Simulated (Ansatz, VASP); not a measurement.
One calculation of In3GaAs4, two programs

```
Ga In As
1.0
     5.95705    0.00000    0.00000
     0.00000    5.95705    0.00000
     0.00000    0.00000    5.95705
Ga In As
1 3 4
Direct
  0.00000 0.00000 0.00000
  0.00000 0.50000 0.50000
  0.50000 0.00000 0.50000
  0.50000 0.50000 0.00000
  0.23981 0.23981 0.23981
  0.23981 0.76019 0.76019
  0.76019 0.23981 0.76019
  0.76019 0.76019 0.23981
```

Alike in both runs: functional LDA; k mesh 5 × 5 × 5; occupations gaussian, width 0.02 eV; no spin polarisation.

Ansatz relaxed the structure, and its values are those at the end. VASP's run is a single point on that final structure, the one shown.

```csv
,VASP,Ansatz
version,VASP 6.6.1,Ansatz 0.2.0
potentials or method,"VASP PAW LDA potentials, release 64 (Ga_d, In_d, As)","scalar-relativistic, plane waves, PAW"
plane-wave cutoff (eV),520,420
valence electrons in the cell,72,112
```

Ansatz gave:

```
gap on the k mesh at the Fermi level (eV) : none
pressure (GPa)                            : -1.1
```

Q: Which values does VASP return?

A: gap on the k mesh at the Fermi level (eV): none; pressure (GPa): -0.9.

LDA's correlation is that of Perdew and Zunger in VASP and of Perdew and Wang (1992) in Ansatz. A gap of «none» marks a metal or a gap that the smearing closes. VASP's potentials hold 72 valence electrons a cell and Ansatz's 112, so a difference there can come from the potentials and not from the codes. Ansatz's warnings: stress scf threshold loose.
